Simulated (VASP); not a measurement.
Set up this calculation in VASP 6.6.1, as the native input.

```
Task                   : single point
Functional             : PBEsol
Potentials or basis    : VASP PAW PBE potentials, release 64 (Zr_sv, C)
Cutoff                 : 520 eV
k mesh                 : 9 × 9 × 5
Occupations            : fermi-dirac, width 0.05 eV
Spin                   : no spin polarisation
Dipole correction      : no
Further INCAR settings : ALGO = Normal; EDIFF = 1e-07; NBANDS = 24
```

The structure of ZrC lies in POSCAR:

```
ZrC
1.0
    3.3914762718      0.0000000000      0.0000000000
   -1.6957381359      2.9371046077      0.0000000000
    0.0000000000      0.0000000000      5.2900530000
Zr C
2 2
Direct
    0.6666666667      0.3333333333      0.7500000000
    0.3333333333      0.6666666667      0.2500000000
    0.0000000000      0.0000000000      0.5000000000
    0.0000000000      0.0000000000      0.0000000000
```

The input as run:

INCAR

```
ALGO = Normal ; EDIFF = 1E-7
ENCUT = 520 ; GGA = PS
ISIF = 2 ; ISMEAR = -1
LASPH = True ; LCHARG = True
LELF = True ; LREAL = False
LVHAR = True ; LWAVE = False
NBANDS = 24 ; NELM = 100
PREC = Accurate ; SIGMA = 0.05
```

KPOINTS

```
k-points
0
Gamma
  9 9 5
```

Potentials or basis: VASP PAW PBE potentials, release 64 (Zr_sv, C).

The run is started by

```console
$ cat potpaw_PBE.64/Zr_sv/POTCAR potpaw_PBE.64/C/POTCAR > POTCAR
$ mpirun -np 1 vasp_std > vasp.out
```

Results of the run:

The pressure is -7.5 GPa and the band gap on the k mesh is zero (bands 16 and 17 overlap by 0.95 eV).

Caveat: the cell stands under tension; the PAW data sets were made with another functional, which shifts forces and pressure a little.

It took 28 s on 1 thread of Intel(R) Xeon(R) 6975P-C (Granite Rapids), with other jobs on the host, peak memory 0.18 GiB.
